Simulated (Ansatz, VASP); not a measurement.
## One calculation of Ge2TeO3, two programs

Contents of INCAR:

```
ALGO     = Normal         # electronic algorithm
EDIFF    = 1E-7           # SCF threshold, eV
ENCUT    = 520            # plane-wave cutoff, eV
GGA      = PE             # functional
ISIF     = 2              # what is computed and relaxed
ISMEAR   = 0              # smearing method
LASPH    = T              # aspherical terms in the spheres
LCHARG   = F              # write CHGCAR
LREAL    = F              # projectors in reciprocal space
LWAVE    = F              # write WAVECAR
NBANDS   = 35             # bands
NELM     = 60             # most SCF steps
PREC     = Accurate       # precision mode
SIGMA    = 0.1            # smearing width, eV
```

KPOINTS

```
k-points
0
Gamma
  6 6 2
```

Contents of POSCAR:

```
Ge2TeO3
1.0
    3.4962294500      0.0000000000      0.0000000000
    0.0000000000      3.4962294500      0.0000000000
    0.0000000000      0.0000000000      7.6301959900
Ge Te O
2 1 3
Direct
    0.5000000000      0.0000000000      0.7391800300
    0.0000000000      0.5000000000      0.2608199700
    0.5000000000      0.5000000000      0.0000000000
    0.5000000000      0.0000000000      0.3822810100
    0.0000000000      0.5000000000      0.6177189900
    0.0000000000      0.0000000000      0.0000000000
```

Input for Ansatz:

```yaml
crystal:
  lattice:
    - [3.49622945, 0.0, 0.0]
    - [0.0, 3.49622945, 0.0]
    - [0.0, 0.0, 7.63019599]
  atoms:
    - { symbol: Ge, position: [0.5, 0.0, 0.73918003] }
    - { symbol: Ge, position: [0.0, 0.5, 0.26081997] }
    - { symbol: Te, position: [0.5, 0.5, 0.0] }
    - { symbol: O, position: [0.5, 0.0, 0.38228101] }
    - { symbol: O, position: [0.0, 0.5, 0.61771899] }
    - { symbol: O, position: [0.0, 0.0, 0.0] }
basis:
  ecutwfc: 420
kpoints:
  mp_grid: { grid: [6, 6, 2] }
hamiltonian:
  xc: pbe
scf:
  occupations: { method: gaussian, width: 0.1 }
  lower_state_search: "off"
output:
  forces: true
  stress: true
  eigenvalues: true
```

Change from the starting cell: species swapped into the Hf2Sb3Pd type (P-4m2, No. 115).

Alike in both runs: task single point; functional PBE; k mesh 6 × 6 × 2; occupations gaussian, width 0.1 eV; no spin polarisation.

```csv
,VASP,Ansatz
version,VASP 6.6.1,Ansatz 0.2.0
potentials or method,"VASP PAW PBE potentials, release 64 (Ge_d, Te, O), cutoff 520 eV","scalar-relativistic, plane waves, PAW"
valence electrons in the cell,52,62
```

Ansatz gave:

```
gap on the k mesh at the Fermi level (eV)                     : none
pressure (GPa)                                                : -3.7
traceless stress, the component that is largest in VASP (GPa) : 4.90
rms of the force components (eV/Å)                            : 1.714
```

Problem. Estimate VASP's values.

Solution. gap on the k mesh at the Fermi level (eV): none; pressure (GPa): -3.9; traceless stress, the component that is largest in VASP (GPa): 4.97; rms of the force components (eV/Å): 1.715.

Atom by atom the forces differ by 0.002 eV/Å (rms over components). A gap of «none» marks a metal or a gap that the smearing closes. The functional is the same, so the differences come from potentials, cutoffs and numerics. VASP's potentials hold 52 valence electrons a cell and Ansatz's 62, so a difference there can come from the potentials and not from the codes.

The k mesh is coarse, so the values compare programs but aren't converged. Spin-orbit coupling is off throughout.
